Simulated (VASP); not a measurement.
Set up this calculation in VASP 6.6.1, as the native input.

```yaml
Task: electric field gradients
Functional: PBEsol
Potentials_or_basis: VASP PAW PBE potentials, release 64 (Hf_pv)
Cutoff: 520 eV
k_mesh: 13 × 13 × 7
Occupations: fermi-dirac, width 0.05 eV
Spin: no spin polarisation
Dipole_correction: no
Further_INCAR_settings: ALGO = Normal; EDIFF = 1e-08; NBANDS = 17
```

The structure of Hf lies in POSCAR:

```
Hf
1.0
    3.1534945994      0.0000000000      0.0000000000
   -1.5767472997      2.7310064337      0.0000000000
    0.0000000000      0.0000000000      4.9894429718
Hf
2
Direct
    0.3333333333      0.6666666667      0.2500000000
    0.6666666667      0.3333333333      0.7500000000
```

This cell differs from its parent crystal: volume scaled by 0.96.

These files were run (other wordings do the same):

INCAR

```
  PREC = Accurate
  ENCUT = 520
  EDIFF = 1E-8
  ISMEAR = -1
  SIGMA = 0.05
  LREAL = F
  LASPH = T
  NELM = 80
  ALGO = Normal
  ISIF = 2
  LWAVE = F
  LCHARG = F
  GGA = PS
  LEFG = T
  NBANDS = 17
```

KPOINTS

```
regular mesh
0
Gamma
  13 13 7
```

Potentials or basis: VASP PAW PBE potentials, release 64 (Hf_pv).

Launch:

```sh
$ cat potpaw_PBE.64/Hf_pv/POTCAR > POTCAR
$ mpirun -np 1 vasp_std > vasp.out
```

It gave:

| Item | Value |
| --- | --- |
| Pressure | 0.3 GPa |
| Band gap on the k mesh | zero (band 10 reaches 6.21 eV, above the bottom of band 11 at 4.67 eV) |

Caveat: without QUAD_EFG the Cq values of the log hold for a quadrupole moment of 1 mb, not for the nuclei; the PAW data sets were made with another functional, which shifts forces and pressure a little; spin-orbit coupling is left out, which moves the levels of the heavy elements.

Wall time 18 s on 1 thread of Intel(R) Xeon(R) 6975P-C (Granite Rapids), on a shared host, peak memory 0.18 GiB.
